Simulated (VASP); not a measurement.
# Mo (I4/mmm) in VASP: notebook

Runs on Mo. Level: PBEsol. Tasks: single point.

All numbers are computed with VASP 6.6.1; they aren't measurements. Logs are shortened: lines on timing, memory, paths and dates and some standing lists are left out, and cuts for length are marked.

### Step 1. The cell of the first run

The structure is tetragonal, space group I4/mmm (No. 139). Conventional cell: a = 3.129 Å, b = 3.129 Å, c = 3.098 Å, α = 90.00°, β = 90.00°, γ = 90.00°. Within 3.6 Å of Mo (site symmetry 4/mmm) lie 14 Mo at 2.70 to 3.13 Å.

### Step 2. Single point, PBEsol (strain -0.0100 x Voigt [0, 1, 0, 0, 0, 0])

The input, INCAR:

```
SYSTEM = Mo
PREC = Accurate ; ENCUT = 520
EDIFF = 1E-6 ; ISMEAR = 0
SIGMA = 0.15 ; LREAL = .FALSE.
LASPH = .TRUE. ; NELM = 80
ALGO = Fast ; ISIF = 2
LWAVE = .FALSE. ; LCHARG = .TRUE.
GGA = PS ; LELF = .TRUE.
LVHAR = .TRUE. ; NBANDS = 13
```

The input, KPOINTS:

```
regular mesh
0
G
  26 26 26
  0 0 0
```

The input, POSCAR:

```
Mo
1.0
   -1.5646534271      1.5490068928      1.5646534271
    1.5646534271     -1.5490068928      1.5646534271
    1.5646534271      1.5490068928     -1.5646534271
Mo
1
Direct
    0.0000000000      0.0000000000      0.0000000000
```

Potentials or basis: VASP PAW PBE potentials, release 64 (Mo_sv).

Started as:

```console
cat potpaw_PBE.64/Mo_sv/POTCAR > POTCAR
mpirun -np 1 vasp_std > vasp.out
```

OUTCAR:

```text
SYSTEM = Mo
   PREC = Accurate
   ENCUT = 520
   EDIFF = 1E-6
   ISMEAR = 0
   LREAL = .FALSE.
   LASPH = .TRUE.
   NELM = 80
   ISIF = 2
   GGA = PS

 ion  position               nearest neighbor table
   1  0.000  0.000  0.000-

  LATTYP: Found a body centered tetragonal cell.
 ALAT       =     3.1293068542
 C/A-ratio  =     0.9900000000

  Lattice vectors:

 A1 = (  -1.5646534271,  -1.5490068928,   1.5646534271)
 A2 = (   1.5646534271,  -1.5490068928,  -1.5646534271)
 A3 = (   1.5646534271,   1.5490068928,   1.5646534271)

Analysis of symmetry for initial positions (statically):
=====================================================================
 Subroutine PRICEL returns:
 Original cell was already a primitive cell.

 Routine SETGRP: Setting up the symmetry group for a
 body centered tetragonal supercell.

 Subroutine GETGRP returns: Found 16 space group operations
 (whereof 16 operations were pure point group operations)
 out of a pool of 16 trial point group operations.

The static configuration has the point symmetry D_4h.

Analysis of symmetry for dynamics (positions and initial velocities):
=====================================================================
 Subroutine PRICEL returns:
 Original cell was already a primitive cell.

 Routine SETGRP: Setting up the symmetry group for a
 body centered tetragonal supercell.

 Subroutine GETGRP returns: Found 16 space group operations
 (whereof 16 operations were pure point group operations)
 out of a pool of 16 trial point group operations.

The dynamic configuration has the point symmetry D_4h.

 Subroutine INISYM returns: Found 16 space group operations
 (whereof 16 operations are pure point group operations),
 and found     1 'primitive' translations

----------------------------------------------------------------------------------------

                                     Primitive cell

  volume of cell :      15.1687

  direct lattice vectors                    reciprocal lattice vectors
    -1.564653427  1.549006893  1.564653427     0.000000000  0.322787460  0.319559585
     1.564653427 -1.549006893  1.564653427     0.319559585  0.000000000  0.319559585
     1.564653427  1.549006893 -1.564653427     0.319559585  0.322787460  0.000000000

  length of vectors
     2.701055913  2.701055913  2.701055913     0.454213686  0.451925499  0.454213686

  position of ions in fractional coordinates (direct lattice)
     0.000000000  0.000000000  0.000000000

  ion indices of the primitive-cell ions
   primitive index   ion index
                 1           1

----------------------------------------------------------------------------------------

 KPOINTS: regular mesh

Automatic generation of k-mesh.
 Grid dimensions read from file:
 generate k-points for:   26   26   26

 Generating k-lattice:

  Cartesian coordinates                     Fractional coordinates (reciprocal lattice)
     0.000000000  0.012414902  0.012290753     0.038461538  0.000000000  0.000000000
     0.012290753  0.000000000  0.012290753     0.000000000  0.038461538  0.000000000
     0.012290753  0.012414902  0.000000000     0.000000000  0.000000000  0.038461538

  Length of vectors
     0.017469757  0.017381750  0.017469757

  Shift w.r.t. Gamma in fractional coordinates (k-lattice)
     0.000000000  0.000000000  0.000000000

 Subroutine IBZKPT returns following result:
 ===========================================

 Found   1330 irreducible k-points:

 Following reciprocal coordinates:
            Coordinates               Weight
  0.000000  0.000000  0.000000      1.000000
  0.038462  0.000000 -0.000000      8.000000
  0.076923  0.000000 -0.000000      8.000000
  0.115385  0.000000 -0.000000      8.000000
  0.153846  0.000000 -0.000000      8.000000
  0.192308  0.000000 -0.000000      8.000000
[... 16 lines left out ...]
  0.307692  0.038462 -0.000000     16.000000
  0.346154  0.038462 -0.000000     16.000000
 [... further k-points ...]
   k-points           NKPTS =   1330   k-points in BZ     NKDIM =   1330   number of bands    NBANDS=     13
   number of dos      NEDOS =    301   number of ions     NIONS =      1
   total plane-waves  NPLWV =   8000
   dimension x,y,z NGX =    20 NGY =   20 NGZ =   20
   dimension x,y,z NGXF=    40 NGYF=   40 NGZF=   40
   ions per type =               1
   NGX,Y,Z   is equivalent  to a cutoff of  12.31, 12.31, 12.31 a.u.
   NGXF,Y,Z  is equivalent  to a cutoff of  24.62, 24.62, 24.62 a.u.
 SYSTEM =  Mo
   PREC   = accura    normal or accurate (medium, high low for compatibility)
   ISTART =      0    job   : 0-new  1-cont  2-samecut
   ICHARG =      2    charge: 1-file 2-atom 10-const
   ISPIN  =      1    spin polarized calculation?
   LNONCOLLINEAR =      F non collinear calculations
   LSORBIT =      F    spin-orbit coupling
   LASPH  =      T    aspherical Exc in radial PAW
   ENCUT  =  520.0 eV  38.22 Ry    6.18 a.u.   5.02  5.02  5.02*2*pi/ulx,y,z
   NELM   =     80;   NELMIN=  2; NELMDL= -5     # of ELM steps
   EDIFF  = 0.1E-05   stopping-criterion for ELM
   LREAL  =      F    real-space projection
   EDIFFG = 0.1E-04   stopping-criterion for IOM
   NSW    =      0    number of steps for IOM
   IBRION =     -1    ionic relax: 0-MD 1-quasi-New 2-CG
   NFREE  =      0    steps in history (QN), initial steepest desc. (CG)
   ISIF   =      2    stress and relaxation
   ISYM   =      2    0-nonsym 1-usesym 2-fastsym
   POTIM  = 0.5000    time-step for ionic-motion
   TEBEG  =    0.0;   TEEND  =   0.0 temperature during run
   PSTRESS=    0.0 pullay stress
   NELECT =      14.0000    total number of electrons
   NUPDOWN=      -1.0000    fix difference up-down
   EMIN   =  10.00;   EMAX   =-10.00  energy-range for DOS
   EFERMI =   0.00;   METHOD = LEGACY
   ISMEAR =     0;   SIGMA  =   0.15  broadening in eV -4-tet -1-fermi 0-gaus
   EFERMI_NEDOS =   21; number of points for ismear=-14 and -15
   IALGO  =     68    algorithm
   IMIX   =      4    mixing-type and parameters
     AMIX     =   0.40;   BMIX     =  1.00
     AMIX_MAG =   1.60;   BMIX_MAG =  1.00
  volume/ion in A,a.u.               =      15.17       102.36
  Fermi-wavevector in a.u.,A,eV,Ry     =   1.593924  3.012080 34.566878  2.540594
  Thomas-Fermi vector in A             =   2.692078
   LORBIT       =      0    0 simple, 1 ext, 2 COOP (PROOUT), +10 PAW based schemes
   GGA     = PS    functional components
   LHFCALC =     F    Hartree Fock is set to
   AEXX    =    0.0000 exact exchange contribution
   IVDW    =     0    specifies the selected vdW correction
   LEPSILON=     F    determine dielectric tensor
   LRPA    =     F    only Hartree local field effects (RPA)
 non-spin polarized calculation
 RMM-DIIS sequential band-by-band and
 Gauss-broadening in eV      SIGMA  =   0.15
  energy-cutoff  :      520.00
  volume of cell :       15.17
 maximum number of plane-waves:       422
   NGX =  9   NGY =  9   NGZ =  9

 number of electron      13.9999997 magnetization

 Free energy of the ion-electron system (eV)
  ---------------------------------------------------
  ext. energy  EPLUGINS =         0.00000000
  ---------------------------------------------------
  free energy    TOTEN  =       -11.77873167 eV

  energy without entropy =      -11.77229179  energy(sigma->0) =      -11.77551173

 E-fermi :  12.9445     XC(G=0): -13.6991

 val. band max:       12.9417662769   @ k =   0.3846   0.1154  -0.0000
 cond. band min:      12.9452564022   @ k =   0.1923  -0.1923   0.0769
 fundamental gap:      0.0034901252
 Fermi energy:        12.9444901027

 k-point     1 :       0.0000    0.0000    0.0000
  band No.  band energies     occupation
      1     -48.2441      2.00000
      2     -21.4594      2.00000
      3     -21.4594      2.00000
      4     -21.4553      2.00000
      5       5.5720      2.00000
      6      11.4494      2.00000
      7      11.5703      2.00000
      8      11.5703      2.00000
      9      14.5768      0.00000
     10      14.7343      0.00000
     11      27.7406      0.00000
     12      27.7406      0.00000
     13      27.9389      0.00000

 k-point     2 :       0.0385    0.0000   -0.0000
  band No.  band energies     occupation
      1     -48.2399      2.00000
      2     -21.4818      2.00000
      3     -21.4668      2.00000
      4     -21.4574      2.00000
      5       5.6409      2.00000
      6      11.4429      2.00000
      7      11.5636      2.00000
      8      11.6012      2.00000
      9      14.5581      0.00000
     10      14.6925      0.00000
     11      27.8331      0.00000
     12      27.8570      0.00000
     13      28.0458      0.00000

 k-point     3 :       0.0769    0.0000   -0.0000
  band No.  band energies     occupation
      1     -48.2273      2.00000
      2     -21.5528      2.00000
      3     -21.4888      2.00000
      4     -21.4583      2.00000
      5       5.8428      2.00000
      6      11.3463      2.00000
      7      11.5387      2.00000
      8      11.7744      2.00000
      9      14.4506      0.00000
     10      14.6458      0.00000
     11      28.0225      0.00000
     12      28.2013      0.00000
     13      28.4068      0.00000
[... 305 lines left out ...]
 k-point    23 :       0.3077    0.0385   -0.0000
  band No.  band energies     occupation
      1     -48.0228      2.00000
      2     -22.6128      2.00000
      3     -21.8291      2.00000
      4     -21.4799      2.00000
      5       7.8254      2.00000
      6       9.8524      2.00000
      7      12.0645      2.00000
      8      14.4328      0.00000
      9      15.0648      0.00000
     10      15.6894      0.00000
     11      26.6896      0.00000
     12      28.0094      0.00000
     13      34.1208      0.00000

 k-point    24 :       0.3462    0.0385   -0.0000
  band No.  band energies     occupation
      1     -47.9925      2.00000
      2     -22.7576      2.00000
      3     -21.8783      2.00000
      4     -21.4820      2.00000
      5       7.7372      2.00000
      6       9.6687      2.00000
      7      12.7105      1.97263
      8      14.6207      0.00000
      9      15.1884      0.00000
     10      16.4664      0.00000
     11      26.0713      0.00000
     12      27.0821      0.00000
     13      32.9366      0.00000

 [... further k-points ...]

------------------------ aborting loop because EDIFF is reached ----------------------------------------

  FORCE on cell =-STRESS in cart. coord.  units (eV):
  Direction    XX          YY          ZZ          XY          YZ          ZX
  --------------------------------------------------------------------------------------
  -------------------------------------------------------------------------------------
  Total        0.2308817      0.5543671      0.2308817     -0.0000000      0.0000000      0.0000000
  in kB       24.3865522     58.5542483     24.3865522     -0.0000000      0.0000000      0.0000000
  external PRESSURE =      35.7757843 kB  Pullay stress =       0.0000000 kB

 VOLUME and BASIS-vectors are now :
 -----------------------------------------------------------------------------
  energy-cutoff  :      520.00
  volume of cell :       15.17
      direct lattice vectors                 reciprocal lattice vectors
    -1.564653427  1.549006893  1.564653427     0.000000000  0.322787460  0.319559585
     1.564653427 -1.549006893  1.564653427     0.319559585  0.000000000  0.319559585
     1.564653427  1.549006893 -1.564653427     0.319559585  0.322787460  0.000000000

 POSITION                                       TOTAL-FORCE (eV/Angst)
 -----------------------------------------------------------------------------------
      0.00000      0.00000      0.00000        -0.000000      0.000000      0.000000
 -----------------------------------------------------------------------------------
    total drift:                               -0.000000     -0.000000      0.000000

  FREE ENERGIE OF THE ION-ELECTRON SYSTEM (eV)
  ---------------------------------------------------
  free  energy   TOTEN  =       -11.7787316725 eV

  energy  without entropy=      -11.7722917930  energy(sigma->0) =      -11.77551173
```

Wall time 3.4 min (1 thread of AMD EPYC 7R43 (Zen 3), shared host); peak memory 0.3 GiB.

What came out:

```
Free energy            : -11.7787 eV
Pressure               : 3.6 GPa
Band gap on the k mesh : zero (band 7 reaches 17.13 eV, above the bottom of band 8 at 11.56 eV)
```

Stress tensor (GPa, compression positive):
```
2.44 0.00 0.00
0.00 5.86 0.00
0.00 0.00 2.44
```

Levels at points of the mesh, in eV from the Fermi level:
```csv
k point,band 4,band 5,band 6,band 7,band 8,band 9,band 10,band 11
"(0.00, 0.00, 0.00)",-34.40,-7.37,-1.50,-1.37,-1.37,1.63,1.79,14.80
"(0.50, 0.00, 0.00)",-34.42,-5.53,-3.59,1.76,1.81,2.46,5.01,11.99
"(0.00, 0.50, 0.00)",-34.41,-5.52,-3.46,1.66,1.68,2.37,4.99,12.02
"(0.50, 0.50, 0.50)",-35.44,-5.71,-5.68,4.18,4.18,4.22,9.18,9.18
```

Caveat: the cell differs from its parent crystal (strain -0.0100 x Voigt [0, 1, 0, 0, 0, 0]); the PAW data sets were made with another functional, which shifts forces and pressure a little.

### Step 3. Single point, PBEsol (strain +0.0100 x Voigt [0, 1, 0, 0, 0, 0])

The input, INCAR:

```
SYSTEM = Mo
PREC = Accurate
ENCUT = 520
EDIFF = 1E-6
ISMEAR = 0
SIGMA = 0.15
LREAL = .False.
LASPH = .True.
NELM = 60
ALGO = Fast
ISIF = 2
LWAVE = .False.
LCHARG = .False.
GGA = PS
NBANDS = 13
```

The input, KPOINTS:

```
Automatic mesh
0
Gamma
  26 26 26
  0 0 0
```

The input, POSCAR:

```
Mo
1.0
   -1.5646534271      1.5802999614      1.5646534271
    1.5646534271     -1.5802999614      1.5646534271
    1.5646534271      1.5802999614     -1.5646534271
Mo
1
Direct
    0.0000000000      0.0000000000      0.0000000000
```

Potentials or basis: VASP PAW PBE potentials, release 64 (Mo_sv).

Started as:

```console
cat potpaw_PBE.64/Mo_sv/POTCAR > POTCAR
mpirun -np 1 vasp_std > vasp.out
```

OUTCAR:

```text
SYSTEM = Mo
   PREC = Accurate
   ENCUT = 520
   EDIFF = 1E-6
   ISMEAR = 0
   LREAL = .False.
   LASPH = .True.
   NELM = 60
   ISIF = 2
   GGA = PS

 ion  position               nearest neighbor table
   1  0.000  0.000  0.000-

  LATTYP: Found a body centered tetragonal cell.
 ALAT       =     3.1293068542
 C/A-ratio  =     1.0100000000

  Lattice vectors:

 A1 = (  -1.5646534271,  -1.5802999614,   1.5646534271)
 A2 = (   1.5646534271,  -1.5802999614,  -1.5646534271)
 A3 = (   1.5646534271,   1.5802999614,   1.5646534271)

[... 563 lines left out ...]

 [... further k-points ...]

------------------------ aborting loop because EDIFF is reached ----------------------------------------

  FORCE on cell =-STRESS in cart. coord.  units (eV):
  Direction    XX          YY          ZZ          XY          YZ          ZX
  --------------------------------------------------------------------------------------
  -------------------------------------------------------------------------------------
  Total       -0.0976524     -0.4049921     -0.0976524      0.0000000      0.0000000      0.0000000
  in kB      -10.1101476    -41.9296604    -10.1101476      0.0000000      0.0000000      0.0000000
  external PRESSURE =     -20.7166519 kB  Pullay stress =       0.0000000 kB

 VOLUME and BASIS-vectors are now :
 -----------------------------------------------------------------------------
  energy-cutoff  :      520.00
  volume of cell :       15.48
      direct lattice vectors                 reciprocal lattice vectors
    -1.564653427  1.580299961  1.564653427     0.000000000  0.316395629  0.319559585
     1.564653427 -1.580299961  1.564653427     0.319559585  0.000000000  0.319559585
     1.564653427  1.580299961 -1.564653427     0.319559585  0.316395629  0.000000000

 POSITION                                       TOTAL-FORCE (eV/Angst)
 -----------------------------------------------------------------------------------
      0.00000      0.00000      0.00000        -0.000000     -0.000000     -0.000000
 -----------------------------------------------------------------------------------
    total drift:                               -0.000000     -0.000000      0.000000

  FREE ENERGIE OF THE ION-ELECTRON SYSTEM (eV)
  ---------------------------------------------------
  free  energy   TOTEN  =       -11.7802330819 eV

  energy  without entropy=      -11.7737622242  energy(sigma->0) =      -11.77699765
```

stdout:

```text
POSCAR found type information on POSCAR Mo
 POSCAR found :  1 types and       1 ions
 scaLAPACK will be used
 -----------------------------------------------------------------------------
|                                                                             |
|                                                                             |
|     You enforced a specific xc type in the INCAR file but a different       |
|     I HOPE YOU KNOW WHAT YOU ARE DOING!                                     |
|                                                                             |
 -----------------------------------------------------------------------------

 LDA part: xc-table for (Slater+PW92), standard interpolation
 POSCAR, INCAR and KPOINTS ok, starting setup
 FFT: planning ... GRIDC
 FFT: planning ... GRID_SOFT
 FFT: planning ... GRID
 WAVECAR not read
 entering main loop
```

It took 2.8 min on 1 thread of AMD EPYC 7R43 (Zen 3), shared host; peak memory 0.3 GiB.

Results:

```
Free energy            : -11.7802 eV
Pressure               : -2.1 GPa
Band gap on the k mesh : zero (band 7 reaches 16.67 eV, above the bottom of band 8 at 11.31 eV)
```

Caveat: the cell differs from its parent crystal (strain +0.0100 x Voigt [0, 1, 0, 0, 0, 0]); the PAW data sets were made with another functional, which shifts forces and pressure a little.
